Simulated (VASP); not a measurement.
Write the native input for VASP 6.6.1 that does the following.

```yaml
Task: single point
Functional: PBE
Potentials_or_basis: VASP PAW PBE potentials, release 64 (Bi_d, O)
Cutoff: 520 eV
k_mesh: 10 × 10 × 10
Occupations: gaussian, width 0.1 eV
Spin: no spin polarisation
Dipole_correction: no
Further_INCAR_settings: ALGO = Normal; EDIFF = 1e-06; NBANDS = 34
```

The structure of Bi3O lies in POSCAR:

```
Bi3O
1.0
    4.6653896931      0.0000000000      0.0000000000
    0.0000000000      4.6653896931      0.0000000000
    0.0000000000      0.0000000000      4.6653896931
Bi O
3 1
Direct
    0.0000000000      0.5000000000      0.5000000000
    0.5000000000      0.0000000000      0.5000000000
    0.5000000000      0.5000000000      0.0000000000
    0.0000000000      0.0000000000      0.0000000000
```

One way to write it, as run:

INCAR

```
SYSTEM = Bi3O
PREC = Accurate ; ENCUT = 520
EDIFF = 1E-6 ; ISMEAR = 0
SIGMA = 0.1 ; LREAL = .False.
LASPH = .True. ; NELM = 80
ALGO = Normal ; ISIF = 2
LWAVE = .False. ; LCHARG = .False.
GGA = PE ; NBANDS = 34
```

KPOINTS

```
Automatic mesh
0
Gamma
  10 10 10
  0 0 0
```

Potentials or basis: VASP PAW PBE potentials, release 64 (Bi_d, O).

Launch:

```console
$ cat potpaw_PBE.64/Bi_d/POTCAR potpaw_PBE.64/O/POTCAR > POTCAR
$ mpirun -np 1 vasp_std > vasp.out
```

It gave:

```json
{"Pressure": "-0.1 GPa", "Band gap on the k mesh": "zero (an odd number of electrons rules out a gap without spin polarisation)"}
```

Caveat: spin-orbit coupling is left out, which moves the levels of the heavy elements; an odd number of electrons without spin polarisation forces a metal; a magnetic or distorted state may lie lower.

Run time: 2.9 min on 1 thread of AMD EPYC 9R45 96-Core Processor (Zen 5), on a shared host, peak memory 0.26 GiB.
